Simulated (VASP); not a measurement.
Here is a VASP 6.6.1 calculation.

Contents of INCAR:

```
PREC = Accurate ; ENCUT = 520
EDIFF = 1E-7 ; ISMEAR = -1
SIGMA = 0.05 ; LREAL = Auto
LASPH = True ; NELM = 150
ALGO = Normal ; ISIF = 2
LWAVE = False ; LCHARG = True
ISPIN = 2 ; MAGMOM = 0 0 0 0 0 0 0 0 0 0 0 0 0 0 0 0 1
LORBIT = 11 ; GGA = PS
LELF = True ; LVHAR = True
NBANDS = 53
```

KPOINTS

```
Automatic mesh
0
Gamma
  2 2 2
```

File POSCAR:

```
Si16O
1.0
    0.0000000000      5.4300000000      5.4300000000
    5.4300000000      0.0000000000      5.4300000000
    5.4300000000      5.4300000000      0.0000000000
Si O
16 1
Direct
    0.0071454880      0.0512338858      0.0112154696
    0.1215009208      0.1669521179      0.1490331492
   -0.0151933702      0.0707550645      0.5333701657
    0.1664364641      0.1760128913      0.6277440147
   -0.0303591160      0.5195488029      0.0026058932
    0.1453775322      0.6430939227      0.0629834254
   -0.0286832413      0.5443922652      0.4193278085
    0.0590515654      0.7227163904      0.6397145488
    0.4681123389     -0.0270073665      0.0454972376
    0.6655709024      0.0270810313      0.1705064457
    0.5439594843     -0.0704235727      0.5291344383
    0.5815469613      0.1381399632      0.6485267035
    0.5170441989      0.4096961326      0.0256445672
    0.5846224678      0.6029650092      0.1294106814
    0.4198434622      0.5137292818      0.4939502762
    0.6004880295      0.5521454880      0.6503591160
    0.9690791897      0.7214364641      0.4803499079
```

Potentials or basis: VASP PAW PBE potentials, release 64 (Si, O).

Launch:

```bash
$ cat potpaw_PBE.64/Si/POTCAR potpaw_PBE.64/O/POTCAR > POTCAR
$ mpirun -np 1 vasp_std > vasp.out
```

Q: What does it give for the pressure?

A: -0.3 GPa.

Q: What does it give for the band gap on the k mesh?

A: 0.06 eV.

Q: Estimate the net moment.

A: 0.00 μB per cell.

Forces on the atoms (eV/Å):
```
Si  -1.968  0.041 -0.579
Si   0.628  0.531 -1.515
Si   1.281 -1.018  0.541
Si  -0.159 -0.824 -0.337
Si   0.520 -1.534  0.174
Si   0.321  0.168  1.096
Si  -0.015  1.428 -1.838
Si  -1.962  0.572 -0.956
Si  -1.280  0.180  1.631
Si  -0.001 -1.483  0.445
Si   1.500  0.196 -0.732
Si  -0.207  1.013  0.375
Si   0.144 -0.825 -0.044
Si  -0.203  0.405  0.575
Si   0.632  1.459 -0.412
Si  -0.560 -0.339  1.077
O    1.328  0.028  0.500
```

Caveat: the k points lie up to 0.50 Å⁻¹ apart; the atoms stand as in a frame of molecular dynamics; semilocal functionals underestimate gaps, and a narrow one can read as zero; the PAW data sets were made with another functional, which shifts forces and pressure a little.
